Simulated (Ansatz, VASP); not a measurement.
Co: VASP beside Ansatz

```
Co
1.0
     2.42979    0.00000    0.00000
    -1.21489    2.10426    0.00000
     0.00000    0.00000    3.91943
Co
2
Direct
  0.33333 0.66667 0.25000
  0.66667 0.33333 0.75000
```

Alike in both runs: functional LDA; k mesh 18 × 18 × 10; occupations gaussian, width 0.1 eV; collinear spin.

Ansatz relaxed the structure, and its values are those at the end. VASP's run is a single point on that final structure, the one shown.

|  | VASP | Ansatz |
| --- | --- | --- |
| version | VASP 6.6.1 | Ansatz 0.2.0 |
| potentials or method | VASP PAW LDA potentials, release 64 (Co), cutoff 520 eV | scalar-relativistic, plane waves, PAW |
| valence electrons in the cell | 18 | 34 |

VASP gave:

| Property | Result |
| --- | --- |
| gap on the k mesh at the Fermi level (eV) | none |
| pressure (GPa) | -1.2 |
| net moment per atom (μB) | 1.50 |
| size of the moment on the site where the two differ most (μB) | 1.49 |

Task: Estimate Ansatz's values.

Result: gap on the k mesh at the Fermi level (eV): none; pressure (GPa): 0.0; net moment per atom (μB): 1.53; size of the moment on the site where the two differ most (μB): 1.57.

LDA's correlation is that of Perdew and Zunger in VASP and of Perdew and Wang (1992) in Ansatz. Site moments also hang on the region over which each program counts them. A gap of «none» marks a metal or a gap that the smearing closes. VASP's potentials hold 18 valence electrons a cell and Ansatz's 34, so a difference there can come from the potentials and not from the codes.
